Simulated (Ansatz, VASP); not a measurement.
## F: VASP beside Ansatz

```xyz
4
Lattice="3.0596 -1.7948 0.3229 3.0596 1.7948 0.3229 -0.8479 0.0000 6.7593" Properties=species:S:1:pos:R:3 pbc="T T T"
F     4.5079   -0.5893    1.1190
F     1.1873   -0.5893    2.9064
F     0.7633    0.5893    6.2860
F     4.0839    0.5893    4.4987
```

Change from the starting cell: volume 18.804 Å^3 an atom, stretch along a over the lengths across it, relative to the relaxed cell 1.0835.

Alike in both runs: task single point; functional PBE; dispersion D3(BJ); k mesh 8 × 8 × 4; occupations gaussian, width 0.05 eV; no spin polarisation.

|  | VASP | Ansatz |
| --- | --- | --- |
| version | VASP 6.6.1 | Ansatz 0.2.0 |
| potentials or method | VASP PAW PBE potentials, release 64 (F), cutoff 520 eV | scalar-relativistic, plane waves, PAW |
| valence electrons in the cell | 28 | 28 |

|  | VASP | Ansatz | Ansatz less VASP |
| --- | --- | --- | --- |
| gap on the k mesh at the Fermi level (eV) | 2.96 | 3.03 | +0.072 |
| least direct gap on the mesh (eV) | 2.96 | 3.03 | +0.072 |
| pressure (GPa) | -0.1 | -0.3 | -0.27 |
| traceless stress, the component that is largest in VASP (GPa) | 0.85 | -0.21 | -1.060 |
| rms of the force components (eV/Å) | 0.158 | 0.053 | -0.1054 |

Atom by atom the forces differ by 0.211 eV/Å (rms over components). One of these differences is far larger than is usual between the two programs; its cause wasn't traced.
